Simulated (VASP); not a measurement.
PtS2: single point with PBE+D3(BJ)

System: PtS2, a slab with vacuum.

```
S Pt
1.0
     3.54153    0.00000    0.00000
    -1.77076    3.06705    0.00000
     0.00000    0.00000   22.46706
S Pt
4 2
Direct
  0.66667 0.33333 0.20029
  0.33333 0.66667 0.31083
  0.77778 0.22222 0.47730
  0.11111 0.88889 0.58784
  0.00000 0.00000 0.25556
  0.44444 0.55556 0.53257
```

This cell differs from its parent crystal: layers slid over each other.

```json
{
 "Program": "VASP 6.6.1",
 "Task": "single point",
 "Functional": "PBE",
 "Dispersion": "D3(BJ)",
 "Potentials or basis": "VASP PAW PBE potentials, release 64 (S, Pt)",
 "Cutoff": "520 eV",
 "k mesh": "9 × 9 × 1",
 "Occupations": "gaussian, width 0.05 eV",
 "Spin": "no spin polarisation",
 "Dipole correction": "yes",
 "Further INCAR settings": "ALGO = Normal; EDIFF = 1e-06; NBANDS = 31"
}
```

| Item | Value |
| --- | --- |
| Largest force | 0.058 eV/Å |
| Band gap on the k mesh | 1.58 eV (least direct gap 1.66 eV) |
| Dispersion energy per atom | -0.308 eV |

Forces in eV/Å, atoms in the order of the input:
```
S    0.003 -0.002  0.043
S    0.004 -0.002  0.023
S    0.000  0.000 -0.025
S    0.001 -0.001 -0.044
Pt  -0.005  0.003  0.058
Pt  -0.003  0.002 -0.055
```

Levels at points of the mesh, in eV from the valence-band top:
| k point | band 20 | band 21 | band 22 | band 23 | band 24 | band 25 |
| --- | --- | --- | --- | --- | --- | --- |
| (0.00, 0.00, 0.00) | -0.39 | -0.38 | -0.37 | 3.07 | 3.09 | 3.10 |

Wall time 4 min on 1 thread of Intel(R) Xeon(R) Platinum 8259CL CPU @ 2.50GHz (Skylake/Cascade Lake), with other jobs on the host, peak memory 0.44 GiB.

Caveat: the cell differs from its parent crystal (layers slid over each other); spin-orbit coupling is left out, which moves the levels of the heavy elements.
